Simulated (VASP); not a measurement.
Input of a VASP 6.6.1 run:

Contents of POSCAR:

```
GaAs
1.0
    0.0000000000      2.7886446409      2.7886446409
    2.7886446409      0.0000000000      2.7886446409
    2.7886446409      2.7886446409      0.0000000000
Ga As
1 1
Direct
    0.0000000000      0.0000000000      0.0000000000
    0.7500000000      0.7500000000      0.7500000000
```

The input INCAR.step1:

```
SYSTEM = GaAs
PREC = Accurate
ENCUT = 550
ISMEAR = -1
SIGMA = 0.05
LREAL = .False.
LASPH = .True.
NELM = 120
NBANDS = 16
GGA = PE
ALGO = Normal
EDIFF = 1E-5
LWAVE = .True.
LCHARG = .False.
GGA_COMPAT = .False.
```

Contents of INCAR.step2:

```
SYSTEM = GaAs
PREC = Accurate
ENCUT = 550
EDIFF = 1E-6
ISMEAR = -1
SIGMA = 0.05
LREAL = .False.
LASPH = .True.
NELM = 120
ALGO = Normal
ISIF = 2
LWAVE = .False.
LCHARG = .False.
METAGGA = R2SCAN
LMIXTAU = .True.
NBANDS = 16
ISTART = 1
GGA_COMPAT = .False.
```

KPOINTS

```
regular mesh
0
Gamma
  11 11 11
  0 0 0
```

Potentials or basis: VASP PAW PBE potentials, release 64 (Ga_d, As).

Command:

```console
$ cat potpaw_PBE.64/Ga_d/POTCAR potpaw_PBE.64/As/POTCAR > POTCAR
$ cp INCAR.step1 INCAR
$ mpirun -np 1 vasp_std > vasp.out
$ cp INCAR.step2 INCAR
$ mpirun -np 1 vasp_std > vasp.out
```

**Question.** What does it give for the pressure?

**Answer.** 4.0 GPa.

**Question.** Estimate the band gap on the k mesh.

**Answer.** 1.33 eV, direct.

Caveat: the PAW data sets were made with another functional, which shifts forces and pressure a little. A k mesh can miss the band edges.
